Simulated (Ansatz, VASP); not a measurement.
## CuW2: VASP beside Ansatz

INCAR

```
PREC = Accurate
ENCUT = 600
EDIFF = 1E-6
ISMEAR = 0
SIGMA = 0.1
LREAL = F
LASPH = T
NELM = 100
ALGO = Normal
ISIF = 3
LWAVE = F
LCHARG = F
GGA = PE
IBRION = 2
NSW = 90
EDIFFG = -0.04
```

File KPOINTS:

```
Automatic mesh
0
Gamma
  6 6 4
```

POSCAR

```
CuW2
1.0
    2.9682061721     -1.7132602431      0.0000000000
    2.9682061721      1.7132602431      0.0000000000
   -1.9571141423      0.0000000000      5.5101337625
Cu W
1 2
Direct
    0.0000000000      0.0000000000      0.0000000000
    0.7380000000      0.7380000000      0.2310000000
    0.2620000000      0.2620000000      0.7690000000
```

Input for Ansatz:

```yaml
crystal:
  lattice:
    - [2.9682061721, -1.7132602431, 0.0]
    - [2.9682061721, 1.7132602431, 0.0]
    - [-1.9571141423, 0.0, 5.5101337625]
  atoms:
    - { symbol: Cu, position: [0.0, 0.0, 0.0] }
    - { symbol: W, position: [0.738, 0.738, 0.231] }
    - { symbol: W, position: [0.262, 0.262, 0.769] }
basis:
  ecutwfc: 420
kpoints:
  mp_grid: { grid: [6, 6, 4] }
hamiltonian:
  xc: pbe
scf:
  occupations: { method: gaussian, width: 0.1 }
  lower_state_search: "off"
output:
  forces: true
  stress: true
  eigenvalues: true
relax:
  adjacent_minimum: "off"
  f_tol: 0.04
  max_steps: 70
  cell: { stress_tol: 0.4 }
```

Alike in both runs: task relaxation of cell and atoms; functional PBE; k mesh 6 × 6 × 4; occupations gaussian, width 0.1 eV; no spin polarisation.

|  | VASP | Ansatz |
| --- | --- | --- |
| version | VASP 6.6.1 | Ansatz 0.2.0 |
| potentials or method | VASP PAW PBE potentials, release 64 (Cu, W_sv), cutoff 600 eV | scalar-relativistic, plane waves, PAW |
| valence electrons in the cell | 39 | 47 |

Ansatz gave:

```
gap on the k mesh at the Fermi level, each at its own relaxed structure (eV) : none
relaxed volume (Å³/atom)                                                     : 16.07
relaxed cell length with the largest relative difference (Å)                 : 3.022
```

Q: Which values does VASP return?

A: gap on the k mesh at the Fermi level, each at its own relaxed structure (eV): none; relaxed volume (Å³/atom): 14.88; relaxed cell length with the largest relative difference (Å): 2.670.

A gap of «none» marks a metal or a gap that the smearing closes. One of these differences is far larger than is usual between the two programs; its cause wasn't traced. VASP's potentials hold 39 valence electrons a cell and Ansatz's 47, so a difference there can come from the potentials and not from the codes.

Neither program's run includes spin-orbit coupling. Noted on VASP's run: the volume moved by over 15 % at a fixed basis, so the end points are rough.
